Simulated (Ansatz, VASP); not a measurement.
## Two plane-wave programs on TePtSe3

```
Te Pt Se
1.0
     3.05560    1.76415    3.82272
    -3.05560    1.76415    3.82272
     0.00000   -3.52830    3.82272
Te Pt Se
1 1 3
Cartesian
  0.0000 0.0000 5.7341
  0.0000 0.0000 0.0000
  0.0000 -1.7641 1.9114
  1.5278 0.8821 1.9114
  -1.5278 0.8821 1.9114
```

Alike in both runs: functional PBE; k mesh 6 × 6 × 6; occupations gaussian, width 0.1 eV; no spin polarisation.

Ansatz relaxed the structure, and its values are those at the end. VASP's run is a single point on that final structure, the one shown.

```csv
,VASP,Ansatz
version,VASP 6.6.1,Ansatz 0.2.0
potentials or method,"VASP PAW PBE potentials, release 64 (Te, Pt, Se), cutoff 520 eV","scalar-relativistic, plane waves, PAW"
valence electrons in the cell,34,82
```

|  | VASP | Ansatz | Ansatz less VASP |
| --- | --- | --- | --- |
| gap on the k mesh at the Fermi level (eV) | none | none | - |
| pressure (GPa) | -0.1 | -0.1 | +0.04 |

A gap of «none» marks a metal or a gap that the smearing closes. VASP's potentials hold 34 valence electrons a cell and Ansatz's 82, so a difference there can come from the potentials and not from the codes.

Neither program's run includes spin-orbit coupling.
